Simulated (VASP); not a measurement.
# SrCl2 (Imm2) in VASP: further runs, part 2 of 2

VASP 6.6.1.

## (4) Single point, PBE (all Cl atoms moved -0.050 Å, as atom 2 along Cartesian [1 -1 0])

The input, INCAR:

```
SYSTEM = SrCl2
PREC = Accurate
ENCUT = 520
EDIFF = 1E-6
ISMEAR = 0
SIGMA = 0.05
LREAL = .False.
LASPH = .True.
NELM = 80
ALGO = Normal
ISIF = 2
LWAVE = .False.
LCHARG = .True.
GGA = PE
LELF = .True.
LVHAR = .True.
NBANDS = 19
```

The input, KPOINTS:

```
Automatic mesh
0
Gamma
  6 6 6
  0 0 0
```

The input, POSCAR:

```
SrCl2
1.0
    0.0000000000      3.4855000000      3.4855000000
    3.4855000000      0.0000000000      3.4855000000
    3.4855000000      3.4855000000      0.0000000000
Sr Cl
1 2
Direct
    0.0000000000      0.0000000000      0.0000000000
    0.2601435487      0.2398564513      0.2500000000
    0.7601435487      0.7398564513      0.7500000000
```

Potentials or basis: VASP PAW PBE potentials, release 64 (Sr_sv, Cl).

On the command line:

```console
$ cat potpaw_PBE.64/Sr_sv/POTCAR potpaw_PBE.64/Cl/POTCAR > POTCAR
$ mpirun -np 1 vasp_std > vasp.out
```

OUTCAR:

```text
SYSTEM = SrCl2
   PREC = Accurate
   ENCUT = 520
   EDIFF = 1E-6
   ISMEAR = 0
   LREAL = .False.
   LASPH = .True.
   NELM = 80
   ISIF = 2
   GGA = PE

 ion  position               nearest neighbor table
   1  0.000  0.000  0.000-   3 2.98   2 2.98   2 3.02   3 3.02   2 3.02   3 3.02   2 3.06   3 3.06

   2  0.260  0.240  0.250-   1 2.98   1 3.02   1 3.02   1 3.06
   3  0.760  0.740  0.750-   1 2.98   1 3.02   1 3.02   1 3.06

  LATTYP: Found a face centered cubic cell.
 ALAT       =     6.9710000000

  Lattice vectors:

 A1 = (   0.0000000000,   3.4855000000,   3.4855000000)
 A2 = (   3.4855000000,   0.0000000000,   3.4855000000)
 A3 = (   3.4855000000,   3.4855000000,   0.0000000000)

Analysis of symmetry for initial positions (statically):
=====================================================================
 Subroutine PRICEL returns:
 Original cell was already a primitive cell.

 Routine SETGRP: Setting up the symmetry group for a
 face centered cubic supercell.

 Subroutine GETGRP returns: Found  4 space group operations
 (whereof  4 operations were pure point group operations)
 out of a pool of 48 trial point group operations.

The static configuration has the point symmetry C_2v.

Analysis of symmetry for dynamics (positions and initial velocities):
=====================================================================
 Subroutine PRICEL returns:
 Original cell was already a primitive cell.

 Routine SETGRP: Setting up the symmetry group for a
 face centered cubic supercell.

 Subroutine GETGRP returns: Found  4 space group operations
 (whereof  4 operations were pure point group operations)
 out of a pool of 48 trial point group operations.

The dynamic configuration has the point symmetry C_2v.

 Subroutine INISYM returns: Found  4 space group operations
 (whereof  4 operations are pure point group operations),
 and found     1 'primitive' translations

----------------------------------------------------------------------------------------

                                     Primitive cell

  volume of cell :      84.6887

  direct lattice vectors                    reciprocal lattice vectors
     0.000000000  3.485500000  3.485500000    -0.143451442  0.143451442  0.143451442
     3.485500000  0.000000000  3.485500000     0.143451442 -0.143451442  0.143451442
     3.485500000  3.485500000  0.000000000     0.143451442  0.143451442 -0.143451442

  length of vectors
     4.929241372  4.929241372  4.929241372     0.248465185  0.248465185  0.248465185

  position of ions in fractional coordinates (direct lattice)
     0.000000000  0.000000000  0.000000000
     0.260143549  0.239856451  0.250000000
     0.760143549  0.739856451  0.750000000

  ion indices of the primitive-cell ions
   primitive index   ion index
                 1           1
                 2           2
                 3           3

----------------------------------------------------------------------------------------

 KPOINTS: Automatic mesh

Automatic generation of k-mesh.
 Grid dimensions read from file:
 generate k-points for:    6    6    6

 Generating k-lattice:

  Cartesian coordinates                     Fractional coordinates (reciprocal lattice)
    -0.023908574  0.023908574  0.023908574     0.166666667  0.000000000  0.000000000
     0.023908574 -0.023908574  0.023908574     0.000000000  0.166666667  0.000000000
     0.023908574  0.023908574 -0.023908574     0.000000000  0.000000000  0.166666667

  Length of vectors
     0.041410864  0.041410864  0.041410864

  Shift w.r.t. Gamma in fractional coordinates (k-lattice)
     0.000000000  0.000000000  0.000000000

 Subroutine IBZKPT returns following result:
 ===========================================

 Found     46 irreducible k-points:

 Following reciprocal coordinates:
            Coordinates               Weight
  0.000000  0.000000  0.000000      1.000000
  0.166667  0.000000  0.000000      4.000000
  0.000000  0.000000  0.166667      4.000000
  0.333333  0.000000  0.000000      4.000000
  0.000000  0.000000  0.333333      4.000000
  0.500000  0.000000  0.000000      2.000000
[... 16 lines left out ...]
  0.000000 -0.166667  0.166667      8.000000
  0.166667  0.166667  0.333333      2.000000
 [... further k-points ...]
   k-points           NKPTS =     46   k-points in BZ     NKDIM =     46   number of bands    NBANDS=     19
   number of dos      NEDOS =    301   number of ions     NIONS =      3
   total plane-waves  NPLWV =  64000
   dimension x,y,z NGX =    40 NGY =   40 NGZ =   40
   dimension x,y,z NGXF=    80 NGYF=   80 NGZF=   80
   ions per type =               1   2
   NGX,Y,Z   is equivalent  to a cutoff of  13.49, 13.49, 13.49 a.u.
   NGXF,Y,Z  is equivalent  to a cutoff of  26.98, 26.98, 26.98 a.u.
 SYSTEM =  SrCl2
   PREC   = accura    normal or accurate (medium, high low for compatibility)
   ISTART =      0    job   : 0-new  1-cont  2-samecut
   ICHARG =      2    charge: 1-file 2-atom 10-const
   ISPIN  =      1    spin polarized calculation?
   LNONCOLLINEAR =      F non collinear calculations
   LSORBIT =      F    spin-orbit coupling
   LASPH  =      T    aspherical Exc in radial PAW
   ENCUT  =  520.0 eV  38.22 Ry    6.18 a.u.   9.17  9.17  9.17*2*pi/ulx,y,z
   NELM   =     80;   NELMIN=  2; NELMDL= -5     # of ELM steps
   EDIFF  = 0.1E-05   stopping-criterion for ELM
   LREAL  =      F    real-space projection
   EDIFFG = 0.1E-04   stopping-criterion for IOM
   NSW    =      0    number of steps for IOM
   IBRION =     -1    ionic relax: 0-MD 1-quasi-New 2-CG
   NFREE  =      0    steps in history (QN), initial steepest desc. (CG)
   ISIF   =      2    stress and relaxation
   ISYM   =      2    0-nonsym 1-usesym 2-fastsym
   POTIM  = 0.5000    time-step for ionic-motion
   TEBEG  =    0.0;   TEEND  =   0.0 temperature during run
   PSTRESS=    0.0 pullay stress
   NELECT =      24.0000    total number of electrons
   NUPDOWN=      -1.0000    fix difference up-down
   EMIN   =  10.00;   EMAX   =-10.00  energy-range for DOS
   EFERMI =   0.00;   METHOD = LEGACY
   ISMEAR =     0;   SIGMA  =   0.05  broadening in eV -4-tet -1-fermi 0-gaus
   EFERMI_NEDOS =   21; number of points for ismear=-14 and -15
   IALGO  =     38    algorithm
   IMIX   =      4    mixing-type and parameters
     AMIX     =   0.40;   BMIX     =  1.00
     AMIX_MAG =   1.60;   BMIX_MAG =  1.00
  volume/ion in A,a.u.               =      28.23       190.50
  Fermi-wavevector in a.u.,A,eV,Ry     =   1.075318  2.032056 15.732530  1.156308
  Thomas-Fermi vector in A             =   2.211171
   LORBIT       =      0    0 simple, 1 ext, 2 COOP (PROOUT), +10 PAW based schemes
   GGA     = PE    functional components
   LHFCALC =     F    Hartree Fock is set to
   AEXX    =    0.0000 exact exchange contribution
   IVDW    =     0    specifies the selected vdW correction
   LEPSILON=     F    determine dielectric tensor
   LRPA    =     F    only Hartree local field effects (RPA)
 non-spin polarized calculation
 Gauss-broadening in eV      SIGMA  =   0.05
  energy-cutoff  :      520.00
  volume of cell :       84.69
 maximum number of plane-waves:      2301
 NGX is ok and might be reduce to    40
   NGX = 19   NGY = 19   NGZ = 19

 number of electron      24.0000002 magnetization

 Free energy of the ion-electron system (eV)
  ---------------------------------------------------
  ext. energy  EPLUGINS =         0.00000000
  ---------------------------------------------------
  free energy    TOTEN  =       -12.77733075 eV

  energy without entropy =      -12.77733075  energy(sigma->0) =      -12.77733075

 E-fermi :   0.5167     XC(G=0):  -8.2932

 val. band max:        0.1709365910   @ k =   0.5000   0.5000   0.0000
 cond. band min:       5.5156149617   @ k =   0.0000   0.0000   0.0000
 fundamental gap:      5.3446783707
 Fermi energy:         0.5166817798

 k-point     1 :       0.0000    0.0000    0.0000
  band No.  band energies     occupation
      1     -32.7082      2.00000
      2     -14.7032      2.00000
      3     -14.7017      2.00000
      4     -14.7014      2.00000
      5     -13.1434      2.00000
      6     -12.2904      2.00000
[... 11 lines left out ...]
     18       9.2082      0.00000
     19       9.5450      0.00000
[... 489 lines left out ...]
      3     -14.7383      2.00000
      4     -14.7087      2.00000
      5     -12.8078      2.00000
      6     -12.4135      2.00000
[... 11 lines left out ...]
     18       9.0873      0.00000
     19      10.0224      0.00000

 [... further k-points ...]

------------------------ aborting loop because EDIFF is reached ----------------------------------------

  FORCE on cell =-STRESS in cart. coord.  units (eV):
  Direction    XX          YY          ZZ          XY          YZ          ZX
  --------------------------------------------------------------------------------------
  -------------------------------------------------------------------------------------
  Total        0.6298992      0.6298992      0.6343621     -0.0162257      0.0000000      0.0000000
  in kB       11.9167109     11.9167109     12.0011408     -0.3069648      0.0000000      0.0000000
  external PRESSURE =      11.9448542 kB  Pullay stress =       0.0000000 kB

 VOLUME and BASIS-vectors are now :
 -----------------------------------------------------------------------------
  energy-cutoff  :      520.00
  volume of cell :       84.69
      direct lattice vectors                 reciprocal lattice vectors
     0.000000000  3.485500000  3.485500000    -0.143451442  0.143451442  0.143451442
     3.485500000  0.000000000  3.485500000     0.143451442 -0.143451442  0.143451442
     3.485500000  3.485500000  0.000000000     0.143451442  0.143451442 -0.143451442

 POSITION                                       TOTAL-FORCE (eV/Angst)
 -----------------------------------------------------------------------------------
      0.00000      0.00000      0.00000        -0.098165      0.098165      0.000000
      1.70739      1.77811      1.74275         0.049083     -0.049083     -0.006589
      5.19289      5.26361      5.22825         0.049083     -0.049083      0.006589
 -----------------------------------------------------------------------------------
    total drift:                               -0.000182      0.000182      0.000000

  FREE ENERGIE OF THE ION-ELECTRON SYSTEM (eV)
  ---------------------------------------------------
  free  energy   TOTEN  =       -12.7773307494 eV

  energy  without entropy=      -12.7773307494  energy(sigma->0) =      -12.77733075
```

It took 95 s on 1 thread of Intel Xeon Platinum 8259CL at 2.50GHz (Skylake/Cascade Lake), shared host; peak memory 0.27 GiB.

What came out:

```yaml
Free_energy: -12.7773 eV
Pressure: 1.2 GPa
Largest_force: 0.139 eV/Å
Band_gap_on_the_k_mesh: 5.34 eV (least direct gap 5.50 eV)
```

Forces on the atoms (eV/Å):
```
Sr  -0.098  0.098  0.000
Cl   0.049 -0.049 -0.007
Cl   0.049 -0.049  0.007
```

Levels at points of the mesh, in eV from the valence-band top:
```
           k point  band 10  band 11  band 12  band 13  band 14  band 15
(0.00, 0.00, 0.00)    -0.34    -0.34    -0.34     5.34     6.10     6.10
(0.50, 0.00, 0.00)    -1.32    -1.05    -1.05     6.71     6.71     7.47
(0.00, 0.00, 0.50)    -1.32    -1.05    -1.05     6.71     6.71     7.51
(0.50, 0.50, 0.00)    -0.41    -0.41     0.00     5.50     7.04     7.60
(0.00, 0.50, 0.50)    -0.41    -0.41     0.00     5.50     7.05     7.60
```

Caveat: the cell differs from its parent crystal (all Cl atoms moved -0.050 Å, as atom 2 along Cartesian [1 -1 0]). A k mesh can miss the band edges.

## (5) Summary

```csv
cell,gap on the mesh (eV),pressure (GPa),largest force (eV/Å)
"as given, atomic positions A",5.34,1.3,0.28
"as given, atomic positions B",5.34,1.2,0.21
"as given, atomic positions C",5.34,1.2,0.14
```

Alike in all rows: task single point; level PBE; potentials or basis VASP PAW PBE potentials, release 64 (Sr_sv, Cl); no spin polarisation; k mesh 6 × 6 × 6; cutoff (eV) 520; smearing gaussian 0.05 eV.

Total energies depend on the potentials used, so only differences within one code and one set of settings carry meaning.
